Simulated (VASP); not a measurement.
**Na2Pd: single point with PBE**

Crystal: Na2Pd.

```
Na Pd
1.0
     3.13081    0.00000    0.00000
    -1.56540    2.71136    0.00000
     0.00000    0.00000    8.07338
Na Pd
2 1
Cartesian
  0.0000 1.8076 5.7999
  1.5654 0.9038 2.2734
  0.0000 0.0000 0.0000
```

```
Program                : VASP 6.6.1
Task                   : single point
Functional             : PBE
Potentials or basis    : VASP PAW PBE potentials, release 64 (Na_pv, Pd)
Cutoff                 : 520 eV
k mesh                 : 6 × 6 × 2
Occupations            : gaussian, width 0.1 eV
Spin                   : no spin polarisation
Dipole correction      : no
Further INCAR settings : ALGO = Fast; EDIFF = 1e-07; NBANDS = 19
```

The pressure is -0.1 GPa and the largest force is 0.005 eV/Å. The band gap on the k mesh is zero (band 12 reaches 5.74 eV, above the bottom of band 13 at 1.78 eV).

Forces in eV/Å, atoms in the order of the input:
```
Na   0.000  0.000 -0.005
Na   0.000  0.000  0.005
Pd   0.000  0.000  0.000
```

Stress tensor (GPa, compression positive):
```
-0.02  0.00  0.00
 0.00 -0.02  0.00
 0.00  0.00 -0.12
```

Levels at points of the mesh, in eV from the Fermi level:
| k point | band 10 | band 11 | band 12 | band 13 | band 14 | band 15 |
| --- | --- | --- | --- | --- | --- | --- |
| (0.00, 0.00, 0.00) | -1.62 | -1.51 | -1.26 | -0.93 | -0.93 | 4.83 |
| (0.50, 0.00, 0.00) | -1.20 | -0.19 | 1.04 | 1.94 | 2.97 | 3.29 |
| (0.00, 0.00, 0.50) | -1.62 | -1.62 | -0.93 | -0.93 | 0.99 | 2.19 |
| (0.50, 0.00, 0.50) | -1.20 | -0.19 | 1.24 | 1.74 | 2.41 | 3.05 |

Wall time 12 s on 1 thread of Intel(R) Xeon(R) Platinum 8488C (Sapphire Rapids), on a shared host, peak memory 0.18 GiB.

Caveat: the k points lie up to 0.39 Å⁻¹ apart.
